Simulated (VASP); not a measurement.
Runs of VASP 6.6.1 on Co. The structure is that of space group Fd-3m (No. 227), or close to it. The cells are those of the table. This isn't the form of Co at room conditions, which is hcp.

```csv
cell,k mesh,gap on the mesh (eV),pressure (GPa),moment (μB)
"a = 3.621 Å, angles 60.0°, 2 atoms",17 × 17 × 17,none,-0.5,(c)
"a = 3.761 Å, angles 60.0°, 2 atoms",12 × 12 × 12,none,-8.3,3.56
"a = 3.470 Å, angles 60.0°, 2 atoms",12 × 12 × 12,none,7.8,2.07
"a = 3.522 Å, angles 60.0°, 2 atoms",12 × 12 × 12,none,8.6,(a)
"a = 3.621 Å, angles 60.0°, 2 atoms",12 × 12 × 12,none,-0.5,3.47
"a = 3.621 Å, angles 60.0°, 2 atoms",11 × 11 × 11,none,-0.5,3.47
"a = 3.669 Å, angles 60.0°, 2 atoms",12 × 12 × 12,none,-3.7,(b)
"a = 3.715 Å, angles 60.0°, 2 atoms",12 × 12 × 12,none,-6.3,3.53
"a = 3.572 Å, angles 60.0°, 2 atoms",12 × 12 × 12,none,3.5,3.44
```

Alike in all rows: task single point; level revPBE; potentials or basis VASP PAW PBE potentials, release 64 (Co); spin collinear, ferromagnetic start; cutoff (eV) 520; smearing fermi-dirac 0.05 eV.

Estimate the missing entries.

(a) 3.41; (b) 3.50; (c) 3.48.

Caveats: the PAW data sets were made with another functional, which shifts forces and pressure a little; the cell stands under tension (at least some runs); the cell stands under pressure (at least some runs).

A gap of «none» marks levels without a gap at the run's occupations.
